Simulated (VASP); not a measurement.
Runs of VASP 6.6.1 on CuI. The structure is that of space group P6_3/mmc (No. 194), or close to it. The cells are those of the table. 

```tsv
task	level	potentials or basis	cell	k mesh	smearing	gap on the mesh (eV)	pressure (GPa)
dielectric tensor	PBE	VASP PAW PBE potentials, release 64 (Cu, I)	a = 4.147, b = 4.147, c = 6.336 Å, angles 90.0, 90.0, 120.0°, 4 atoms	6 × 6 × 4	gaussian 0.01 eV	0.49	-
single point	LDA	VASP PAW LDA potentials, release 64 (Cu, I)	a = 4.147, b = 4.147, c = 6.336 Å, angles 90.0, 90.0, 120.0°, 4 atoms	12 × 12 × 4	gaussian 0.01 eV	0.42	-4.7
single point	r2SCAN	VASP PAW PBE potentials, release 64 (Cu, I)	a = 4.147, b = 4.147, c = 6.336 Å, angles 90.0, 90.0, 120.0°, 4 atoms	6 × 6 × 4	fermi-dirac 0.02 eV	(a)	0.1
single point	PBEsol	VASP PAW PBE potentials, release 64 (Cu, I)	a = 4.117, b = 4.117, c = 6.052 Å, angles 90.0, 90.0, 120.0°, 4 atoms	6 × 6 × 4	fermi-dirac 0.02 eV	(b)	0.1
single point	PBE	VASP PAW PBE potentials, release 64 (Cu, I)	a = 4.147, b = 4.147, c = 6.336 Å, angles 90.0, 90.0, 120.0°, 4 atoms	12 × 12 × 4	fermi-dirac 0.02 eV	0.49	0.6
```

Alike in all rows: no spin polarisation; cutoff (eV) 520.

Fill in the values left out.

(a) 0.83; (b) 0.51.

Caveats: spin-orbit coupling is left out, which moves the levels of the heavy elements; the PAW data sets were made with another functional, which shifts forces and pressure a little (at least some runs); the gap is small at this level, which inflates the dielectric constant (at least some runs); the cell stands under tension (at least some runs).

A k mesh can miss the band edges, and the runs leave out spin-orbit coupling on I.
